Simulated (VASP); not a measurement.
# Sb in VASP: single point with LDA

Aim: the single point of Sb with LDA.

Program: VASP 6.6.1. These are calculated values, not measurements. Logs are shortened: lines on timing, memory, paths and dates and some standing lists are left out, and cuts for length are marked.

### 1 The cell of the first run

The cell holds a atom, 1 atom: a = 14.000 Å, b = 14.400 Å, c = 14.800 Å, α = 90.00°, β = 90.00°, γ = 90.00°.

### 2 Single point, LDA, collinear spin, ferromagnetic start

INCAR reads:

```
PREC = Accurate
ENCUT = 520
EDIFF = 1E-7
ISMEAR = -1
SIGMA = 0.01
LREAL = F
LASPH = T
NELM = 150
ALGO = Normal
ISIF = 2
LWAVE = F
LCHARG = F
ISPIN = 2
MAGMOM = 1
LORBIT = 11
ISYM = 0
NBANDS = 12
```

KPOINTS reads:

```
Automatic mesh
0
Gamma
  1 1 1
```

POSCAR reads:

```
Sb
1.0
   14.0000000000      0.0000000000      0.0000000000
    0.0000000000     14.4000000000      0.0000000000
    0.0000000000      0.0000000000     14.8000000000
Sb
1
Direct
    0.5000000000      0.5000000000      0.5000000000
```

Potentials or basis: VASP PAW LDA potentials, release 64 (Sb).

Launch:

```
cat potpaw_LDA.64/Sb/POTCAR > POTCAR
mpirun -np 1 vasp_gam > vasp.out
```

OUTCAR:

```text
PREC = Accurate
   ENCUT = 520
   EDIFF = 1E-7
   ISMEAR = -1
   LREAL = F
   LASPH = T
   NELM = 150
   ISIF = 2
   ISPIN = 2
   LORBIT = 11
   ISYM = 0

 ion  position               nearest neighbor table
   1  0.500  0.500  0.500-

IMPORTANT INFORMATION: All symmetrisations will be switched off!
NOSYMM: (Re-)initialisation of all symmetry stuff for point group C_1.

----------------------------------------------------------------------------------------

                                     Primitive cell

  volume of cell :    2983.6800

  direct lattice vectors                    reciprocal lattice vectors
    14.000000000  0.000000000  0.000000000     0.071428571  0.000000000  0.000000000
     0.000000000 14.400000000  0.000000000     0.000000000  0.069444444  0.000000000
     0.000000000  0.000000000 14.800000000     0.000000000  0.000000000  0.067567568

  length of vectors
    14.000000000 14.400000000 14.800000000     0.071428571  0.069444444  0.067567568

  position of ions in fractional coordinates (direct lattice)
     0.500000000  0.500000000  0.500000000

  ion indices of the primitive-cell ions
   primitive index   ion index
                 1           1

----------------------------------------------------------------------------------------

 KPOINTS: Automatic mesh

Automatic generation of k-mesh.
 Grid dimensions read from file:
 generate k-points for:    1    1    1

 Generating k-lattice:

  Cartesian coordinates                     Fractional coordinates (reciprocal lattice)
     0.071428571  0.000000000  0.000000000     1.000000000  0.000000000  0.000000000
     0.000000000  0.069444444  0.000000000     0.000000000  1.000000000  0.000000000
     0.000000000  0.000000000  0.067567568     0.000000000  0.000000000  1.000000000

  Length of vectors
     0.071428571  0.069444444  0.067567568

  Shift w.r.t. Gamma in fractional coordinates (k-lattice)
     0.000000000  0.000000000  0.000000000

 Subroutine IBZKPT returns following result:
 ===========================================

 Found      1 irreducible k-points:

 Following reciprocal coordinates:
            Coordinates               Weight
  0.000000  0.000000  0.000000      1.000000
   k-points           NKPTS =      1   k-points in BZ     NKDIM =      1   number of bands    NBANDS=     12
   number of dos      NEDOS =    301   number of ions     NIONS =      1
   total plane-waves  NPLWV = ******
   dimension x,y,z NGX =   108 NGY =  108 NGZ =  112
   dimension x,y,z NGXF=   216 NGYF=  216 NGZF=  224
   ions per type =               1
   NGX,Y,Z   is equivalent  to a cutoff of  12.82, 12.47, 12.58 a.u.
   NGXF,Y,Z  is equivalent  to a cutoff of  25.65, 24.94, 25.16 a.u.
 SYSTEM =  unknown system
   PREC   = accura    normal or accurate (medium, high low for compatibility)
   ISTART =      0    job   : 0-new  1-cont  2-samecut
   ICHARG =      2    charge: 1-file 2-atom 10-const
   ISPIN  =      2    spin polarized calculation?
   LNONCOLLINEAR =      F non collinear calculations
   LSORBIT =      F    spin-orbit coupling
   LASPH  =      T    aspherical Exc in radial PAW
   ENCUT  =  520.0 eV  38.22 Ry    6.18 a.u.  26.03 26.77 27.52*2*pi/ulx,y,z
   NELM   =    150;   NELMIN=  2; NELMDL= -5     # of ELM steps
   EDIFF  = 0.1E-06   stopping-criterion for ELM
   LREAL  =      F    real-space projection
   EDIFFG = 0.1E-05   stopping-criterion for IOM
   NSW    =      0    number of steps for IOM
   IBRION =     -1    ionic relax: 0-MD 1-quasi-New 2-CG
   NFREE  =      0    steps in history (QN), initial steepest desc. (CG)
   ISIF   =      2    stress and relaxation
   ISYM   =      0    0-nonsym 1-usesym 2-fastsym
   POTIM  = 0.5000    time-step for ionic-motion
   TEBEG  =    0.0;   TEEND  =   0.0 temperature during run
   PSTRESS=    0.0 pullay stress
   NELECT =       5.0000    total number of electrons
   NUPDOWN=      -1.0000    fix difference up-down
   EMIN   =  10.00;   EMAX   =-10.00  energy-range for DOS
   EFERMI =   0.00;   METHOD = LEGACY
   ISMEAR =    -1;   SIGMA  =   0.01  broadening in eV -4-tet -1-fermi 0-gaus
   EFERMI_NEDOS =   21; number of points for ismear=-14 and -15
   IALGO  =     38    algorithm
   IMIX   =      4    mixing-type and parameters
     AMIX     =   0.40;   BMIX     =  1.00
     AMIX_MAG =   1.60;   BMIX_MAG =  1.00
  volume/ion in A,a.u.               =    2983.68     20134.87
  Fermi-wavevector in a.u.,A,eV,Ry     =   0.194453  0.367462  0.514462  0.037812
  Thomas-Fermi vector in A             =   0.940288
   LORBIT       =     11    0 simple, 1 ext, 2 COOP (PROOUT), +10 PAW based schemes
   GGA     = CA    functional components
   LHFCALC =     F    Hartree Fock is set to
   AEXX    =    0.0000 exact exchange contribution
   IVDW    =     0    specifies the selected vdW correction
   LEPSILON=     F    determine dielectric tensor
   LRPA    =     F    only Hartree local field effects (RPA)
 spin polarized calculation
  energy-cutoff  :      520.00
  volume of cell :     2983.68
 maximum number of plane-waves:     40220
 NGX is ok and might be reduce to   108
   NGX = 53   NGY = 53   NGZ = 55

 number of electron       5.0000000 magnetization       2.9999955

 Free energy of the ion-electron system (eV)
  ---------------------------------------------------
  ext. energy  EPLUGINS =         0.00000000
  ---------------------------------------------------
  free energy    TOTEN  =        -1.08359102 eV

  energy without entropy =       -1.08359102  energy(sigma->0) =       -1.08359102

 E-fermi :  -5.1164     XC(G=0):  -0.3635

 val. band max:       -5.3781191378   @ k =   0.0000   0.0000   0.0000
 cond. band min:      -3.8717098353   @ k =   0.0000   0.0000   0.0000
 fundamental gap:      1.5064093024
 Fermi energy:        -5.1163692143

 spin component 1

 k-point     1 :       0.0000    0.0000    0.0000
  band No.  band energies     occupation
      1     -13.4090      1.00000
      2      -5.3781      1.00000
      3      -5.3781      1.00000
      4      -5.3781      1.00000
      5      -0.4688      0.00000
      6       0.3797      0.00000
      7       0.5254      0.00000
      8       0.5564      0.00000
      9       0.5829      0.00000
     10       0.5911      0.00000
     11       0.6033      0.00000
     12       0.9044      0.00000
 Fermi energy:        -5.1163692143

 spin component 2

 k-point     1 :       0.0000    0.0000    0.0000
  band No.  band energies     occupation
      1     -11.9389      1.00000
      2      -3.8717      0.00000
      3      -3.8717      0.00000
      4      -3.8717      0.00000
      5      -0.2313      0.00000
      6       0.4952      0.00000
      7       0.6199      0.00000
      8       0.6550      0.00000
      9       0.6646      0.00000
     10       0.6942      0.00000
     11       0.6969      0.00000
     12       1.1451      0.00000

------------------------ aborting loop because EDIFF is reached ----------------------------------------

  FORCE on cell =-STRESS in cart. coord.  units (eV):
  Direction    XX          YY          ZZ          XY          YZ          ZX
  --------------------------------------------------------------------------------------
  -------------------------------------------------------------------------------------
  Total       -0.0005154     -0.0004893     -0.0004246     -0.0000000     -0.0000000      0.0000000
  in kB       -0.0002768     -0.0002627     -0.0002280     -0.0000000     -0.0000000      0.0000000
  external PRESSURE =      -0.0002558 kB  Pullay stress =       0.0000000 kB

 VOLUME and BASIS-vectors are now :
 -----------------------------------------------------------------------------
  energy-cutoff  :      520.00
  volume of cell :     2983.68
      direct lattice vectors                 reciprocal lattice vectors
    14.000000000  0.000000000  0.000000000     0.071428571  0.000000000  0.000000000
     0.000000000 14.400000000  0.000000000     0.000000000  0.069444444  0.000000000
     0.000000000  0.000000000 14.800000000     0.000000000  0.000000000  0.067567568

 POSITION                                       TOTAL-FORCE (eV/Angst)
 -----------------------------------------------------------------------------------
      7.00000      7.20000      7.40000        -0.000000      0.000000      0.000000
 -----------------------------------------------------------------------------------
    total drift:                               -0.000000      0.000000      0.000000

  FREE ENERGIE OF THE ION-ELECTRON SYSTEM (eV)
  ---------------------------------------------------
  free  energy   TOTEN  =        -1.0835910154 eV

  energy  without entropy=       -1.0835910154  energy(sigma->0) =       -1.08359102

 total charge

# of ion       s       p       d       tot
------------------------------------------
    1        1.247   1.081   0.000   2.328

 magnetization (x)

# of ion       s       p       d       tot
------------------------------------------
    1        0.000   1.081  -0.000   1.081
```

It used 200 s of CPU time on 1 thread of Intel Xeon 6975P-C, on a shared host.

What came out:

```
Free energy                                           : -1.0836 eV
Pressure                                              : 0.0 GPa
Band gap on the k mesh                                : 1.51 eV
Net moment                                            : 3.00 μB per cell
Site moments                                          : Sb +1.08 μB
Valence electrons inside the program's atomic spheres : Sb 2.33
```

Caveat: spin-orbit coupling is left out, which moves the levels of the heavy elements.
